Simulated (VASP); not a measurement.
CuAu, 2 atoms in the cell. Symmetry: R-3m, No. 166, trigonal system. Conventional cell: a = 2.827 Å, b = 2.827 Å, c = 12.508 Å, α = 90.00°, β = 90.00°, γ = 120.00°. Within 3.5 Å of Au (site symmetry -3m) lie 6 Cu at 2.65 Å and 6 Au at 2.83 Å. Within 3.5 Å of Cu (site symmetry -3m) lie 6 Au at 2.65 Å and 6 Cu at 2.83 Å. 

- Program: VASP 6.6.1
- Task: single point
- Functional: PBEsol
- Potentials or basis: VASP PAW PBE potentials, release 64 (Au, Cu)
- Cutoff: 520 eV
- k mesh: 11 × 11 × 11
- Occupations: fermi-dirac, width 0.05 eV
- Spin: no spin polarisation
- Dipole correction: no
- Further INCAR settings: ALGO = Normal; EDIFF = 1e-07; NBANDS = 18

Potentials or basis: VASP PAW PBE potentials, release 64 (Au, Cu).

The run is started by

```sh
$ cat potpaw_PBE.64/Au/POTCAR potpaw_PBE.64/Cu/POTCAR > POTCAR
$ mpirun -np 1 vasp_std > vasp.out
```

Hardware: 1 thread of Intel(R) Xeon(R) 6975P-C (Granite Rapids), with other jobs on the host.

Q: How long does it take, and how much memory?

A: Run time: 54 s on 1 thread of Intel(R) Xeon(R) 6975P-C (Granite Rapids) (shared host), peak memory 0.26 GiB. Counts: scf iterations 14, k points 146.
